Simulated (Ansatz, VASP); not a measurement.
**One calculation of WAu, two programs**

```
W Au
1.0
     0.00000    2.74798    2.74798
     2.74798    0.00000    2.74798
     2.74798    2.74798    0.00000
W Au
1 1
Direct
  0.00000 0.00000 0.00000
  0.75000 0.75000 0.75000
```

Alike in both runs: task relaxation of cell and atoms; functional LDA; k mesh 8 × 8 × 8; occupations fermi-dirac, width 0.05 eV; no spin polarisation.

|  | VASP | Ansatz |
| --- | --- | --- |
| version | VASP 6.6.1 | Ansatz 0.2.0 |
| potentials or method | VASP PAW LDA potentials, release 64 (W_sv, Au) | Ansatz PAW |
| plane-wave cutoff (eV) | 600 | 420 |
| valence electrons in the cell | 25 | 33 |

VASP gave:

| Quantity | Value |
| --- | --- |
| gap on the k mesh at the Fermi level, each at its own relaxed structure (eV) | none |
| relaxed volume (Å³/atom) | 23.34 |
| relaxed cell length with the largest relative difference (Å) | 4.042 |

Q: What did Ansatz give for the same quantities?

A: gap on the k mesh at the Fermi level, each at its own relaxed structure (eV): none; relaxed volume (Å³/atom): 23.23; relaxed cell length with the largest relative difference (Å): 4.035.

LDA's correlation is that of Perdew and Zunger in VASP and of Perdew and Wang (1992) in Ansatz. A gap of «none» marks a metal or a gap that the smearing closes. VASP's potentials hold 25 valence electrons a cell and Ansatz's 33, so a difference there can come from the potentials and not from the codes.

Spin-orbit coupling is off throughout. Noted on Ansatz's run: the plane-wave basis is chosen anew once the cell has moved, so the energies of steps on either side of that aren't comparable.
